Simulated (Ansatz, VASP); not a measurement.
# LiCl in VASP and in Ansatz

```xyz
2
Lattice="0.0000 2.5560 2.5560 2.5560 0.0000 2.5560 2.5560 2.5560 0.0000" Properties=species:S:1:pos:R:3 pbc="T T T"
Li    0.0000    0.0000    0.0000
Cl    2.5560    2.5560    2.5560
```

Alike in both runs: task single point; functional PBE; k mesh 6 × 6 × 6; occupations gaussian, width 0.05 eV; no spin polarisation.

|  | VASP | Ansatz |
| --- | --- | --- |
| version | VASP 6.6.1 | Ansatz 0.2.0 |
| potentials or method | VASP PAW PBE potentials, release 64 (Li_sv, Cl) | plane waves |
| plane-wave cutoff (eV) | 520 | 420 |
| valence electrons in the cell | 10 | 10 |

|  | VASP | Ansatz | Ansatz less VASP |
| --- | --- | --- | --- |
| gap on the k mesh at the Fermi level (eV) | 6.40 | 6.39 | -0.013 |

The functional is the same, so the differences come from potentials, cutoffs and numerics.

Noted on VASP's run: the cutoff is short for stress, so the pressure is rough.
